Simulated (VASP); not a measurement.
# CsAg (P-6m2) in VASP: a series of runs, part 2 of 2

VASP 6.6.1.

**3. Single point, PBE**

This run uses another cell than the first one, of 56.76 Å³/atom.

Input file INCAR:

```
PREC = Accurate
ENCUT = 500
EDIFF = 1E-6
ISMEAR = -5
SIGMA = 0.02
LREAL = False
LASPH = True
NELM = 120
ALGO = Normal
ISIF = 2
LWAVE = False
LCHARG = False
GGA = PE
NBANDS = 17
GGA_COMPAT = False
```

Input file KPOINTS:

```
Automatic mesh
0
Gamma
  6 6 6
```

Input file POSCAR:

```
CsAg
1.0
    5.2525056713      0.0000000000      0.0000000000
   -2.6262528357      4.5488033449      0.0000000000
    0.0000000000      0.0000000000      4.7513367316
Cs Ag
1 1
Direct
    0.0000000000      0.0000000000      0.0000000000
    0.3333333333      0.6666666667      0.5000000000
```

Potentials or basis: VASP PAW PBE potentials, release 64 (Cs_sv, Ag).

Launch:

```sh
cat potpaw_PBE.64/Cs_sv/POTCAR potpaw_PBE.64/Ag/POTCAR > POTCAR
mpirun -np 1 vasp_std > vasp.out
```

OUTCAR:

```text
PREC = Accurate
   ENCUT = 500
   EDIFF = 1E-6
   ISMEAR = -5
   LREAL = False
   LASPH = True
   NELM = 120
   ISIF = 2
   GGA = PE

 ion  position               nearest neighbor table
   1  0.000  0.000  0.000-
   2  0.333  0.667  0.500-

  LATTYP: Found a hexagonal cell.
 ALAT       =     5.2525056713
 C/A-ratio  =     0.9045847885

  Lattice vectors:

 A1 = (   5.2525056713,   0.0000000000,   0.0000000000)
 A2 = (  -2.6262528357,   4.5488033449,   0.0000000000)
 A3 = (   0.0000000000,   0.0000000000,   4.7513367316)

Analysis of symmetry for initial positions (statically):
=====================================================================
 Subroutine PRICEL returns:
 Original cell was already a primitive cell.

 Routine SETGRP: Setting up the symmetry group for a
 hexagonal supercell.

 Subroutine GETGRP returns: Found 12 space group operations
 (whereof 12 operations were pure point group operations)
 out of a pool of 24 trial point group operations.

The static configuration has the point symmetry D_3h.

Analysis of symmetry for dynamics (positions and initial velocities):
=====================================================================
 Subroutine PRICEL returns:
 Original cell was already a primitive cell.

 Routine SETGRP: Setting up the symmetry group for a
 hexagonal supercell.

 Subroutine GETGRP returns: Found 12 space group operations
 (whereof 12 operations were pure point group operations)
 out of a pool of 24 trial point group operations.

The dynamic configuration has the point symmetry D_3h.

 Subroutine INISYM returns: Found 12 space group operations
 (whereof 12 operations are pure point group operations),
 and found     1 'primitive' translations

----------------------------------------------------------------------------------------

                                     Primitive cell

  volume of cell :     113.5219

  direct lattice vectors                    reciprocal lattice vectors
     5.252505671  0.000000000  0.000000000     0.190385325  0.109919019  0.000000000
    -2.626252836  4.548803345  0.000000000     0.000000000  0.219838037  0.000000000
     0.000000000  0.000000000  4.751336732     0.000000000  0.000000000  0.210467087

  length of vectors
     5.252505671  5.252505671  4.751336732     0.219838037  0.219838037  0.210467087

  position of ions in fractional coordinates (direct lattice)
     0.000000000  0.000000000  0.000000000
     0.333333333  0.666666667  0.500000000

  ion indices of the primitive-cell ions
   primitive index   ion index
                 1           1
                 2           2

----------------------------------------------------------------------------------------

 KPOINTS: Automatic mesh

Automatic generation of k-mesh.
 Grid dimensions read from file:
 generate k-points for:    6    6    6

 Generating k-lattice:

  Cartesian coordinates                     Fractional coordinates (reciprocal lattice)
     0.031730888  0.018319836  0.000000000     0.166666667  0.000000000  0.000000000
     0.000000000  0.036639673  0.000000000     0.000000000  0.166666667  0.000000000
     0.000000000  0.000000000  0.035077848     0.000000000  0.000000000  0.166666667

  Length of vectors
     0.036639673  0.036639673  0.035077848

  Shift w.r.t. Gamma in fractional coordinates (k-lattice)
     0.000000000  0.000000000  0.000000000

 TETIRR: Found    213 inequivalent tetrahedra from     1296

 Subroutine IBZKPT returns following result:
 ===========================================

 Found     28 irreducible k-points:

 Following reciprocal coordinates:
            Coordinates               Weight
  0.000000  0.000000  0.000000      1.000000
  0.166667  0.000000  0.000000      6.000000
  0.333333  0.000000  0.000000      6.000000
  0.500000  0.000000  0.000000      3.000000
  0.166667  0.166667  0.000000      6.000000
  0.333333  0.166667  0.000000     12.000000
[... 16 lines left out ...]
  0.166667  0.000000  0.500000      6.000000
  0.333333  0.000000  0.500000      6.000000
 [... further k-points ...]
   k-points           NKPTS =     28   k-points in BZ     NKDIM =     28   number of bands    NBANDS=     17
   number of dos      NEDOS =    301   number of ions     NIONS =      2
   total plane-waves  NPLWV =  57600
   dimension x,y,z NGX =    40 NGY =   40 NGZ =   36
   dimension x,y,z NGXF=    80 NGYF=   80 NGZF=   72
   ions per type =               1   1
   NGX,Y,Z   is equivalent  to a cutoff of  12.66, 12.66, 12.60 a.u.
   NGXF,Y,Z  is equivalent  to a cutoff of  25.32, 25.32, 25.19 a.u.
 SYSTEM =  unknown system
   PREC   = accura    normal or accurate (medium, high low for compatibility)
   ISTART =      0    job   : 0-new  1-cont  2-samecut
   ICHARG =      2    charge: 1-file 2-atom 10-const
   ISPIN  =      1    spin polarized calculation?
   LNONCOLLINEAR =      F non collinear calculations
   LSORBIT =      F    spin-orbit coupling
   LASPH  =      T    aspherical Exc in radial PAW
   ENCUT  =  500.0 eV  36.75 Ry    6.06 a.u.   9.58  9.58  8.66*2*pi/ulx,y,z
   NELM   =    120;   NELMIN=  2; NELMDL= -5     # of ELM steps
   EDIFF  = 0.1E-05   stopping-criterion for ELM
   LREAL  =      F    real-space projection
   EDIFFG = 0.1E-04   stopping-criterion for IOM
   NSW    =      0    number of steps for IOM
   IBRION =     -1    ionic relax: 0-MD 1-quasi-New 2-CG
   NFREE  =      0    steps in history (QN), initial steepest desc. (CG)
   ISIF   =      2    stress and relaxation
   ISYM   =      2    0-nonsym 1-usesym 2-fastsym
   POTIM  = 0.5000    time-step for ionic-motion
   TEBEG  =    0.0;   TEEND  =   0.0 temperature during run
   PSTRESS=    0.0 pullay stress
   NELECT =      20.0000    total number of electrons
   NUPDOWN=      -1.0000    fix difference up-down
   EMIN   =  10.00;   EMAX   =-10.00  energy-range for DOS
   EFERMI =   0.00;   METHOD = LEGACY
   ISMEAR =    -5;   SIGMA  =   0.02  broadening in eV -4-tet -1-fermi 0-gaus
   EFERMI_NEDOS =   21; number of points for ismear=-14 and -15
   IALGO  =     38    algorithm
   IMIX   =      4    mixing-type and parameters
     AMIX     =   0.40;   BMIX     =  1.00
     AMIX_MAG =   1.60;   BMIX_MAG =  1.00
  volume/ion in A,a.u.               =      56.76       383.04
  Fermi-wavevector in a.u.,A,eV,Ry     =   0.917751  1.734298 11.459744  0.842267
  Thomas-Fermi vector in A             =   2.042756
   LORBIT       =      0    0 simple, 1 ext, 2 COOP (PROOUT), +10 PAW based schemes
   GGA     = PE    functional components
   LHFCALC =     F    Hartree Fock is set to
   AEXX    =    0.0000 exact exchange contribution
   IVDW    =     0    specifies the selected vdW correction
   LEPSILON=     F    determine dielectric tensor
   LRPA    =     F    only Hartree local field effects (RPA)
 non-spin polarized calculation
 Fermi weights with tetrahedron method with Bloechl corrections
  energy-cutoff  :      500.00
  volume of cell :      113.52
 maximum number of plane-waves:      2910
 NGX is ok and might be reduce to    40
   NGX = 19   NGY = 19   NGZ = 17

 number of electron      20.0000002 magnetization

 Free energy of the ion-electron system (eV)
  ---------------------------------------------------
  ext. energy  EPLUGINS =         0.00000000
  ---------------------------------------------------
  free energy    TOTEN  =        -3.35068658 eV

  energy without entropy =       -3.35068658  energy(sigma->0) =       -3.35068658

 E-fermi :   0.3513     XC(G=0):  -6.7735

 val. band max:        0.2780406430   @ k =   0.3333   0.3333   0.5000
 cond. band min:       1.3769369079   @ k =   0.0000   0.0000   0.5000
 fundamental gap:      1.0988962648
 Fermi energy:         0.3513431624

 k-point     1 :       0.0000    0.0000    0.0000
  band No.  band energies     occupation
      1     -21.5925      2.00000
      2      -8.3687      2.00000
      3      -8.3687      2.00000
      4      -8.2960      2.00000
      5      -2.5126      2.00000
      6      -2.4139      2.00000
[... 9 lines left out ...]
     16       6.7680      0.00000
     17       6.7680      0.00000
[... 441 lines left out ...]
 k-point    24 :       0.3333    0.0000    0.5000
  band No.  band energies     occupation
      1     -21.5734      2.00000
      2      -8.5619      2.00000
      3      -8.4557      2.00000
      4      -8.3705      2.00000
      5      -2.4552      2.00000
      6      -2.4208      2.00000
[... 9 lines left out ...]
     16       6.8827      0.00000
     17       7.8602      0.00000

 [... further k-points ...]

------------------------ aborting loop because EDIFF is reached ----------------------------------------

  FORCE on cell =-STRESS in cart. coord.  units (eV):
  Direction    XX          YY          ZZ          XY          YZ          ZX
  --------------------------------------------------------------------------------------
  -------------------------------------------------------------------------------------
  Total        0.0190410      0.0190410      0.0133138     -0.0000000      0.0000000      0.0000000
  in kB        0.2687329      0.2687329      0.1879031     -0.0000000      0.0000000      0.0000000
  external PRESSURE =       0.2417896 kB  Pullay stress =       0.0000000 kB

 VOLUME and BASIS-vectors are now :
 -----------------------------------------------------------------------------
  energy-cutoff  :      500.00
  volume of cell :      113.52
      direct lattice vectors                 reciprocal lattice vectors
     5.252505671  0.000000000  0.000000000     0.190385325  0.109919019  0.000000000
    -2.626252836  4.548803345  0.000000000     0.000000000  0.219838037  0.000000000
     0.000000000  0.000000000  4.751336732     0.000000000  0.000000000  0.210467087

 POSITION                                       TOTAL-FORCE (eV/Angst)
 -----------------------------------------------------------------------------------
      0.00000      0.00000      0.00000        -0.000000      0.000000      0.000000
     -0.00000      3.03254      2.37567         0.000000     -0.000000      0.000000
 -----------------------------------------------------------------------------------
    total drift:                                0.000000     -0.000000     -0.000000

  FREE ENERGIE OF THE ION-ELECTRON SYSTEM (eV)
  ---------------------------------------------------
  free  energy   TOTEN  =        -3.3506865772 eV

  energy  without entropy=       -3.3506865772  energy(sigma->0) =       -3.35068658
```

OSZICAR:

```text
N       E                     dE             d eps       ncg     rms          rms(c)
DAV:   1     0.104953516402E+03    0.10495E+03   -0.81121E+03   952   0.949E+02
DAV:   2     0.321527051717E+01   -0.10174E+03   -0.96963E+02  1245   0.178E+02
DAV:   3    -0.332406114372E+01   -0.65393E+01   -0.65190E+01  1172   0.439E+01
DAV:   4    -0.338621758257E+01   -0.62156E-01   -0.62142E-01  1185   0.456E+00
DAV:   5    -0.338667970993E+01   -0.46213E-03   -0.46210E-03  1262   0.407E-01    0.156E+00
DAV:   6    -0.335394217780E+01    0.32738E-01   -0.40838E-02  1204   0.151E+00    0.740E-01
DAV:   7    -0.334407969427E+01    0.98625E-02   -0.35265E-02  1222   0.112E+00    0.268E-01
DAV:   8    -0.334865229795E+01   -0.45726E-02   -0.85714E-03  1129   0.521E-01    0.156E-01
DAV:   9    -0.335048636776E+01   -0.18341E-02   -0.22937E-03   980   0.206E-01    0.270E-02
DAV:  10    -0.335063601527E+01   -0.14965E-03   -0.17616E-04  1078   0.615E-02    0.109E-02
DAV:  11    -0.335068253245E+01   -0.46517E-04   -0.73494E-05   984   0.372E-02    0.464E-03
DAV:  12    -0.335068641732E+01   -0.38849E-05   -0.67118E-06  1151   0.116E-02    0.250E-03
DAV:  13    -0.335068657719E+01   -0.15987E-06   -0.24174E-07   830   0.266E-03
   1 F= -.33506866E+01 E0= -.33506866E+01  d E =0.000000E+00
```

Wall time 48 s (1 thread of Intel Xeon 8259CL, shared host); peak memory 0.25 GiB.

Results:

```yaml
Free_energy: -3.3507 eV
Pressure: 0.0 GPa
Band_gap_on_the_k_mesh: 1.10 eV (least direct gap 1.16 eV)
```

Levels at points of the mesh, in eV from the valence-band top:
```csv
k point,band 7,band 8,band 9,band 10,band 11,band 12,band 13,band 14
"(0.00, 0.00, 0.00)",-2.69,-2.68,-2.68,-1.62,3.56,3.57,3.57,5.56
"(0.50, 0.00, 0.00)",-2.70,-2.67,-2.65,-0.34,1.47,3.59,4.29,4.52
"(0.00, 0.00, 0.50)",-2.72,-2.72,-2.66,-0.06,1.10,4.39,4.39,4.94
"(0.50, 0.00, 0.50)",-2.68,-2.65,-2.62,-0.08,2.32,2.75,3.29,4.22
```

Caveat: spin-orbit coupling is left out, which moves the levels of the heavy elements.

The gap in the log of VASP goes by the Fermi energy; the results here count the filled bands.